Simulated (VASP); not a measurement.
Zn: relaxation of cell and atoms with LDA

The system is Zn.

```
Zn
1.0
     2.52913    0.00000    0.00000
    -1.26457    2.19029    0.00000
     0.00000    0.00000    4.33799
Zn
2
Direct
  0.33333 0.66667 0.25000
  0.66667 0.33333 0.75000
```

```
Program                : VASP 6.6.1
Task                   : relaxation of cell and atoms
Functional             : LDA
Potentials or basis    : VASP PAW LDA potentials, release 64 (Zn)
Cutoff                 : 600 eV
k mesh                 : 17 × 17 × 9
Occupations            : fermi-dirac, width 0.1 eV
Spin                   : no spin polarisation
Target pressure        : 15 GPa
Dipole correction      : no
Further INCAR settings : ALGO = Normal; EDIFF = 1e-06; IBRION = 2; EDIFFG = -0.005; NSW = 32; ISIF = 3
```

| Quantity | Value |
| --- | --- |
| Relaxed volume | 12.08 Å³/atom |
| Relaxed cell | a = 2.534 Å, b = 2.534 Å, c = 4.344 Å, α = 90.00°, β = 90.00°, γ = 120.00° |
| Space group after relaxing (to 0.05 Å) | P6_3/mmc (No. 194) |
| Energy change on relaxing (the enthalpy is what falls) | -6.1 meV/atom |
| Ionic steps | 3 |
| Pressure after relaxing | 15.0 GPa |
| Band gap on the k mesh | zero (band 12 reaches 6.48 eV, above the bottom of band 13 at 3.00 eV) |

Step by step:
```tsv
step	energy change (eV)	largest force (eV/Å)	pressure (GPa)	volume (Å³)
1	0.0000	0.0000	15.94	24.03
2	-0.0231	0.0000	14.09	24.28
3	-0.0122	0.0000	15.00	24.16
```

Final structure:
```yaml
crystal:
  lattice:
    - [2.53396, 0.00000, 0.00000]
    - [-1.26698, 2.19447, 0.00000]
    - [0.00000, 0.00000, 4.34420]
  atoms:
    - { symbol: Zn, position: [0.33333, 0.66667, 0.25000] }
    - { symbol: Zn, position: [0.66667, 0.33333, 0.75000] }
```

Levels at points of the mesh, in eV from the Fermi level:
```csv
k point,band 9,band 10,band 11,band 12,band 13,band 14,band 15,band 16
"(0.00, 0.00, 0.00)",-8.21,-7.75,-7.75,-4.56,-1.95,18.48,18.48,18.86
```

Run time: 48 s on 1 thread of Intel(R) Xeon(R) Platinum 8559C (Emerald Rapids), on a shared host, peak memory 0.18 GiB.

Caveat: the cell is relaxed towards a set pressure, so the enthalpy falls and the energy may rise.
